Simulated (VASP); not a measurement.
# Ag (P6_3/mmc) in VASP: further runs

Ag is run at these levels: LDA; tasks: relaxation of cell and atoms, relaxation of shape and atoms at fixed volume.

Everything below comes from runs of VASP 6.6.1. Logs are shortened: lines on timing, memory, paths and dates and some standing lists are left out, and cuts for length are marked.

### 1 The cell of the first run

It takes space group P6_3/mmc (No. 194, hexagonal). The conventional cell has a = 2.826 Å, b = 2.826 Å, c = 4.640 Å, α = 90.00°, β = 90.00°, γ = 120.00°. Within 3.7 Å of Ag (site symmetry -6m2) lie 12 Ag at 2.83 to 2.84 Å.

This isn't the form of Ag at room conditions, which is fcc.

### 2 Relaxation of cell and atoms, LDA, target pressure 5 GPa, at which the enthalpy is minimised

File INCAR:

```
SYSTEM = Ag
PREC     = Accurate       ! precision mode
ENCUT    = 600            ! plane-wave cutoff, eV
EDIFF    = 1E-6           ! SCF threshold, eV
ISMEAR   = -1             ! smearing method
SIGMA    = 0.15           ! smearing width, eV
LREAL    = .FALSE.        ! projectors in reciprocal space
LASPH    = .TRUE.         ! aspherical terms in the spheres
NELM     = 100            ! most SCF steps
ALGO     = Fast           ! electronic algorithm
ISIF     = 3              ! what is computed and relaxed
LWAVE    = .FALSE.        ! write WAVECAR
LCHARG   = .FALSE.        ! write CHGCAR
IBRION   = 2              ! ionic algorithm
NSW      = 80             ! ionic steps
EDIFFG   = -0.001         ! ionic threshold
PSTRESS  = 50.0
```

File KPOINTS:

```
Automatic mesh
0
G
  18 18 10
  0 0 0
```

File POSCAR:

```
Ag
1.0
    2.8260785587      0.0000000000      0.0000000000
   -1.4130392794      2.4474558249      0.0000000000
    0.0000000000      0.0000000000      4.6396074165
Ag
2
Direct
    0.3333333333      0.6666666667      0.2500000000
    0.6666666667      0.3333333333      0.7500000000
```

Potentials or basis: VASP PAW LDA potentials, release 64 (Ag).

Started as:

```bash
cat potpaw_LDA.64/Ag/POTCAR > POTCAR
mpirun -np 1 vasp_std > vasp.out
```

OUTCAR:

```text
SYSTEM = Ag
   PREC = Accurate
   ENCUT = 600
   EDIFF = 1E-6
   ISMEAR = -1
   LREAL = .FALSE.
   LASPH = .TRUE.
   NELM = 100
   ISIF = 3
   IBRION = 2
   NSW = 80
   EDIFFG = -0.001
   PSTRESS = 50.0

 ion  position               nearest neighbor table
   1  0.333  0.667  0.250-   2 2.84   2 2.84   2 2.84   2 2.84   2 2.84   2 2.84
   2  0.667  0.333  0.750-   1 2.84   1 2.84   1 2.84   1 2.84   1 2.84   1 2.84

  LATTYP: Found a hexagonal cell.
 ALAT       =     2.8260785587
 C/A-ratio  =     1.6417121181

  Lattice vectors:

 A1 = (   2.8260785587,   0.0000000000,   0.0000000000)
 A2 = (  -1.4130392794,   2.4474558249,   0.0000000000)
 A3 = (   0.0000000000,   0.0000000000,   4.6396074165)

Analysis of symmetry for initial positions (statically):
=====================================================================
 Subroutine PRICEL returns:
 Original cell was already a primitive cell.

 Routine SETGRP: Setting up the symmetry group for a
 hexagonal supercell.

 Subroutine GETGRP returns: Found 24 space group operations
 (whereof 12 operations were pure point group operations)
 out of a pool of 24 trial point group operations.

The static configuration has the point symmetry D_3d.
 The point group associated with its full space group is D_6h.

Analysis of symmetry for dynamics (positions and initial velocities):
=====================================================================
 Subroutine PRICEL returns:
 Original cell was already a primitive cell.

 Routine SETGRP: Setting up the symmetry group for a
 hexagonal supercell.

 Subroutine GETGRP returns: Found 24 space group operations
 (whereof 12 operations were pure point group operations)
 out of a pool of 24 trial point group operations.

The dynamic configuration has the point symmetry D_3d.
 The point group associated with its full space group is D_6h.

 Subroutine INISYM returns: Found 24 space group operations
 (whereof 12 operations are pure point group operations),
 and found     1 'primitive' translations

----------------------------------------------------------------------------------------

                                     Primitive cell

  volume of cell :      32.0908

  direct lattice vectors                    reciprocal lattice vectors
     2.826078559  0.000000000  0.000000000     0.353847205  0.204293779  0.000000000
    -1.413039279  2.447455825  0.000000000     0.000000000  0.408587558  0.000000000
     0.000000000  0.000000000  4.639607416     0.000000000  0.000000000  0.215535478

  length of vectors
     2.826078559  2.826078559  4.639607416     0.408587558  0.408587558  0.215535478

  position of ions in fractional coordinates (direct lattice)
     0.333333333  0.666666667  0.250000000
     0.666666667  0.333333333  0.750000000

  ion indices of the primitive-cell ions
   primitive index   ion index
                 1           1
                 2           2

----------------------------------------------------------------------------------------

 KPOINTS: Automatic mesh

Automatic generation of k-mesh.
 Grid dimensions read from file:
 generate k-points for:   18   18   10

 Generating k-lattice:

  Cartesian coordinates                     Fractional coordinates (reciprocal lattice)
     0.019658178  0.011349654  0.000000000     0.055555556 -0.000000000  0.000000000
     0.000000000  0.022699309  0.000000000     0.000000000  0.055555556  0.000000000
     0.000000000  0.000000000  0.021553548     0.000000000  0.000000000  0.100000000

  Length of vectors
     0.022699309  0.022699309  0.021553548

  Shift w.r.t. Gamma in fractional coordinates (k-lattice)
     0.000000000  0.000000000  0.000000000

 Subroutine IBZKPT returns following result:
 ===========================================

 Found    222 irreducible k-points:

 Following reciprocal coordinates:
            Coordinates               Weight
  0.000000  0.000000  0.000000      1.000000
  0.055556  0.000000  0.000000      6.000000
  0.111111  0.000000  0.000000      6.000000
  0.166667  0.000000  0.000000      6.000000
  0.222222  0.000000  0.000000      6.000000
  0.277778  0.000000  0.000000      6.000000
[... 16 lines left out ...]
  0.333333  0.111111  0.000000     12.000000
  0.388889  0.111111  0.000000     12.000000
 [... further k-points ...]
   k-points           NKPTS =    222   k-points in BZ     NKDIM =    222   number of bands    NBANDS=     15
   number of dos      NEDOS =    301   number of ions     NIONS =      2
   total plane-waves  NPLWV =  23040
   dimension x,y,z NGX =    24 NGY =   24 NGZ =   40
   dimension x,y,z NGXF=    48 NGYF=   48 NGZF=   80
   ions per type =               2
   NGX,Y,Z   is equivalent  to a cutoff of  14.12, 14.12, 14.33 a.u.
   NGXF,Y,Z  is equivalent  to a cutoff of  28.24, 28.24, 28.67 a.u.
 SYSTEM =  Ag
   PREC   = accura    normal or accurate (medium, high low for compatibility)
   ISTART =      0    job   : 0-new  1-cont  2-samecut
   ICHARG =      2    charge: 1-file 2-atom 10-const
   ISPIN  =      1    spin polarized calculation?
   LNONCOLLINEAR =      F non collinear calculations
   LSORBIT =      F    spin-orbit coupling
   LASPH  =      T    aspherical Exc in radial PAW
   ENCUT  =  600.0 eV  44.10 Ry    6.64 a.u.   5.64  5.64  9.27*2*pi/ulx,y,z
   NELM   =    100;   NELMIN=  2; NELMDL= -5     # of ELM steps
   EDIFF  = 0.1E-05   stopping-criterion for ELM
   LREAL  =      F    real-space projection
   EDIFFG = -.1E-02   stopping-criterion for IOM
   NSW    =     80    number of steps for IOM
   IBRION =      2    ionic relax: 0-MD 1-quasi-New 2-CG
   NFREE  =      1    steps in history (QN), initial steepest desc. (CG)
   ISIF   =      3    stress and relaxation
   ISYM   =      2    0-nonsym 1-usesym 2-fastsym
   POTIM  = 0.5000    time-step for ionic-motion
   TEBEG  =    0.0;   TEEND  =   0.0 temperature during run
   PSTRESS=   50.0 pullay stress
   NELECT =      22.0000    total number of electrons
   NUPDOWN=      -1.0000    fix difference up-down
   EMIN   =  10.00;   EMAX   =-10.00  energy-range for DOS
   EFERMI =   0.00;   METHOD = LEGACY
   ISMEAR =    -1;   SIGMA  =   0.15  broadening in eV -4-tet -1-fermi 0-gaus
   EFERMI_NEDOS =   21; number of points for ismear=-14 and -15
   IALGO  =     68    algorithm
   IMIX   =      4    mixing-type and parameters
     AMIX     =   0.40;   BMIX     =  1.00
     AMIX_MAG =   1.60;   BMIX_MAG =  1.00
  volume/ion in A,a.u.               =      16.05       108.28
  Fermi-wavevector in a.u.,A,eV,Ry     =   1.443518  2.727854 28.351072  2.083745
  Thomas-Fermi vector in A             =   2.561917
   LORBIT       =      0    0 simple, 1 ext, 2 COOP (PROOUT), +10 PAW based schemes
   GGA     = CA    functional components
   LHFCALC =     F    Hartree Fock is set to
   AEXX    =    0.0000 exact exchange contribution
   IVDW    =     0    specifies the selected vdW correction
   LEPSILON=     F    determine dielectric tensor
   LRPA    =     F    only Hartree local field effects (RPA)
 conjugate gradient relaxation of ions
 non-spin polarized calculation
 RMM-DIIS sequential band-by-band and
  energy-cutoff  :      600.00
  volume of cell :       32.09
 maximum number of plane-waves:      1099
 NGX is ok and might be reduce to    24
   NGX = 11   NGY = 11   NGZ = 19

--------------------------------------- Ionic step        1  -------------------------------------------

 number of electron      22.0000006 magnetization

 Free energy of the ion-electron system (eV)
  ---------------------------------------------------
  ext. energy  EPLUGINS =         0.00000000
  ---------------------------------------------------
  free energy    TOTEN  =        -7.57033105 eV

  energy without entropy =       -7.52843559  energy(sigma->0) =       -7.54938332

------------------------ aborting loop because EDIFF is reached ----------------------------------------

  FORCE on cell =-STRESS in cart. coord.  units (eV):
  Direction    XX          YY          ZZ          XY          YZ          ZX
  --------------------------------------------------------------------------------------
  -------------------------------------------------------------------------------------
  Total        0.0162854      0.0162854      0.0121733     -0.0000000      0.0000000      0.0000000
  in kB        0.8130727      0.8130727      0.6077678     -0.0000000      0.0000000      0.0000000
  external PRESSURE =     -49.2553622 kB  Pullay stress =      50.0000000 kB
[... 25 lines left out ...]
--------------------------------------- Ionic step        2  -------------------------------------------

 number of electron      21.9999997 magnetization

 E-fermi :  10.1863     XC(G=0): -13.3820

 val. band max:       10.1806708123   @ k =   0.3333   0.0556   0.4000
 cond. band min:      10.1880476586   @ k =   0.1111   0.1111   0.2000
 fundamental gap:      0.0073768462
 Fermi energy:        10.1862527270

 k-point     1 :       0.0000    0.0000    0.0000
  band No.  band energies     occupation
      1       1.3037      2.00000
      2       2.8380      2.00000
      3       4.8190      2.00000
      4       4.9608      2.00000
      5       4.9608      2.00000
      6       5.2649      2.00000
      7       5.2649      2.00000
      8       5.7437      2.00000
      9       5.7437      2.00000
     10       7.0154      2.00000
     11       7.0154      2.00000
     12       9.3081      1.99428
     13      14.4610      0.00000
     14      26.1732      0.00000
[... 486 lines left out ...]
  energy  without entropy=       -7.5138675236  energy(sigma->0) =       -7.53477749

  enthalpy is  TOTEN    =        -6.5847985158 eV   P V=        0.9708889496

[... ionic steps 4 to 14 ...]

--------------------------------------- Ionic step       15  -------------------------------------------

 number of electron      22.0000001 magnetization

------------------------ aborting loop because EDIFF is reached ----------------------------------------
[... 71 lines left out ...]
--------------------------------------- Ionic step       17  -------------------------------------------

 number of electron      22.0000001 magnetization

 Free energy of the ion-electron system (eV)
  ---------------------------------------------------
  ext. energy  EPLUGINS =         0.00000000
  ---------------------------------------------------
  free energy    TOTEN  =        -7.55452756 eV

  energy without entropy =       -7.51273585  energy(sigma->0) =       -7.53363170

 E-fermi :   9.5339     XC(G=0): -13.1382

 val. band max:        9.5300416937   @ k =   0.5000   0.0000   0.2000
 cond. band min:       9.5345124736   @ k =   0.5000   0.0000   0.3000
 fundamental gap:      0.0044707800
 Fermi energy:         9.5338698637

 k-point     1 :       0.0000    0.0000    0.0000
  band No.  band energies     occupation
      1       0.9863      2.00000
      2       2.4929      2.00000
      3       4.3555      2.00000
      4       4.4880      2.00000
      5       4.4880      2.00000
      6       4.7706      2.00000
      7       4.7706      2.00000
      8       5.2157      2.00000
      9       5.2157      2.00000
     10       6.4047      2.00000
     11       6.4047      2.00000
     12       8.7905      1.98602
     13      13.5668      0.00000
     14      25.4579      0.00000
[... 448 lines left out ...]
  energy  without entropy=       -7.5127358508  energy(sigma->0) =       -7.53363170

  enthalpy is  TOTEN    =        -6.5848201658 eV   P V=        0.9697073915

 reached required accuracy - stopping structural energy minimisation
```

Run time: 15 min. Hardware: 1 thread of Intel Xeon 8259CL, shared host; peak memory 0.25 GiB.

What came out:

```yaml
Free_energy: -7.5545 eV
Relaxed_volume: 15.54 Å³/atom
Relaxed_cell: a = 2.796 Å, b = 2.796 Å, c = 4.589 Å, α = 90.00°, β = 90.00°, γ = 120.00°
Space_group_after_relaxing_to_0.1_Å: P6_3/mmc (No. 194)
Energy_change_on_relaxing_the_run_minimises_the_enthalpy: +7.9 meV/atom
Ionic_steps: 17
Pressure_after_relaxing: 5.0 GPa
Band_gap_on_the_k_mesh: zero (bands 11 and 12 overlap by 7.85 eV)
```

The path:
| step | energy change (eV) | largest force (eV/Å) | pressure (GPa) | volume (Å³) |
| --- | --- | --- | --- | --- |
| 1 | 0.0000 | 0.0000 | 0.07 | 32.09 |
| 2 | 0.0807 | 0.0000 | 11.89 | 29.85 |
| 3 | 0.0146 | 0.0000 | 5.09 | 31.11 |
| 4 | 0.0141 | 0.0000 | 4.75 | 31.13 |
| 5 | 0.0142 | 0.0000 | 4.72 | 31.13 |
| 6 | 0.0146 | 0.0000 | 4.81 | 31.11 |
| 7 | 0.0147 | 0.0000 | 4.82 | 31.11 |
| 8 | 0.0150 | 0.0000 | 4.88 | 31.10 |
| 9 | 0.0155 | 0.0000 | 4.92 | 31.08 |
| 10 | 0.0166 | 0.0000 | 5.15 | 31.05 |
| 11 | 0.0159 | 0.0000 | 5.02 | 31.07 |
| 12 | 0.0159 | 0.0000 | 5.01 | 31.07 |
| 13 | 0.0158 | 0.0000 | 5.00 | 31.07 |
| 14 | 0.0158 | 0.0000 | 5.00 | 31.07 |
| 15 | 0.0158 | 0.0000 | 5.01 | 31.07 |
| 16 | 0.0158 | 0.0000 | 5.01 | 31.07 |
| 17 | 0.0158 | 0.0000 | 5.00 | 31.07 |

Final structure:
```
Ag
1.0
     2.79633    0.00000    0.00000
    -1.39816    2.42169    0.00000
     0.00000    0.00000    4.58854
Ag
2
Direct
  0.33333 0.66667 0.25000
  0.66667 0.33333 0.75000
```

Levels at points of the mesh, in eV from the Fermi level:
| k point | band 8 | band 9 | band 10 | band 11 | band 12 | band 13 | band 14 | band 15 |
| --- | --- | --- | --- | --- | --- | --- | --- | --- |
| (0.00, 0.00, 0.00) | -4.32 | -4.32 | -3.13 | -3.13 | -0.74 | 4.03 | 15.92 | 17.80 |
| (0.50, 0.00, 0.00) | -2.95 | -2.90 | -2.79 | 0.10 | 1.78 | 7.23 | 7.50 | 10.15 |
| (0.00, 0.00, 0.50) | -4.95 | -3.50 | -3.50 | -3.50 | -3.50 | 11.74 | 11.74 | 16.31 |
| (0.50, 0.00, 0.50) | -3.21 | -2.85 | -2.85 | 0.61 | 0.61 | 5.14 | 5.14 | 14.33 |

Caveat: the cell is relaxed towards a set pressure, so the run minimises the enthalpy, not the energy. Zero-point motion and thermal expansion aren't in these numbers.

### 3 Relaxation of cell and atoms, LDA

This run uses another cell than the first one, of 16.17 Å³/atom.

File INCAR:

```
PREC     = Accurate       # precision mode
ENCUT    = 600            # plane-wave cutoff, eV
EDIFF    = 1E-7           # SCF threshold, eV
ISMEAR   = 0              # smearing method
SIGMA    = 0.1            # smearing width, eV
LREAL    = F              # projectors in reciprocal space
LASPH    = T              # aspherical terms in the spheres
NELM     = 60             # most SCF steps
ALGO     = Fast           # electronic algorithm
ISIF     = 3              # what is computed and relaxed
LWAVE    = F              # write WAVECAR
LCHARG   = F              # write CHGCAR
IBRION   = 2              # ionic algorithm
NSW      = 100            # ionic steps
EDIFFG   = -0.005         # ionic threshold
```

File KPOINTS:

```
Automatic mesh
0
Gamma
  18 18 10
```

File POSCAR:

```
Ag
1.0
    2.8560219714      0.0000000000      0.0000000000
   -1.4280109857      2.4733875810      0.0000000000
    0.0000000000      0.0000000000      4.5767576970
Ag
2
Direct
    0.3333333333      0.6666666667      0.2500000000
    0.6666666667      0.3333333333      0.7500000000
```

Potentials or basis: VASP PAW LDA potentials, release 64 (Ag).

Started as:

```bash
cat potpaw_LDA.64/Ag/POTCAR > POTCAR
mpirun -np 1 vasp_std > vasp.out
```

It took 8.3 min on 1 thread of Intel Xeon 8259CL, shared host; peak memory 0.24 GiB.

It converged, with:

* Free energy: -7.5485 eV
* Relaxed volume: 16.06 Å³/atom
* Relaxed cell: a = 2.830 Å, b = 2.830 Å, c = 4.631 Å, α = 90.00°, β = 90.00°, γ = 120.00°
* Space group after relaxing (to 0.1 Å): P6_3/mmc (No. 194)
* Energy gained by relaxing: 1.9 meV/atom
* Ionic steps: 5
* Pressure after relaxing: 0.0 GPa
* Band gap on the k mesh: zero (bands 11 and 12 overlap by 7.69 eV)

Step by step:
```tsv
step	energy change (eV)	largest force (eV/Å)	pressure (GPa)	volume (Å³)
1	0.0000	0.0000	-0.79	32.33
2	-0.0027	0.0000	0.76	31.96
3	-0.0027	0.0000	0.72	31.96
4	-0.0038	0.0000	-0.05	32.14
5	-0.0038	0.0000	0.00	32.13
```

Final structure:
```
Ag
1.0
     2.83025    0.00000    0.00000
    -1.41513    2.45107    0.00000
     0.00000    0.00000    4.63137
Ag
2
Direct
  0.33333 0.66667 0.25000
  0.66667 0.33333 0.75000
```

Levels at points of the mesh, in eV from the Fermi level:
| k point | band 7 | band 8 | band 9 | band 10 | band 11 | band 12 | band 13 | band 14 | band 15 |
| --- | --- | --- | --- | --- | --- | --- | --- | --- | --- |
| (0.00, 0.00, 0.00) | -4.60 | -4.19 | -4.19 | -3.06 | -3.06 | -0.58 | 3.91 | 15.87 | 17.78 |
| (0.50, 0.00, 0.00) | -3.93 | -2.90 | -2.85 | -2.75 | 0.13 | 1.72 | 7.12 | 7.40 | 9.89 |
| (0.00, 0.00, 0.50) | -4.76 | -4.76 | -3.41 | -3.41 | -3.41 | -3.41 | 11.57 | 11.57 | 16.24 |
| (0.50, 0.00, 0.50) | -3.13 | -3.13 | -2.81 | -2.81 | 0.69 | 0.69 | 4.96 | 4.96 | 14.06 |

LDA usually gives volumes a few per cent too small. Zero-point motion and thermal expansion aren't in these numbers.

(Continued in part 2 of 2.)

The gap in the log of VASP goes by the Fermi energy; the results here count the filled bands.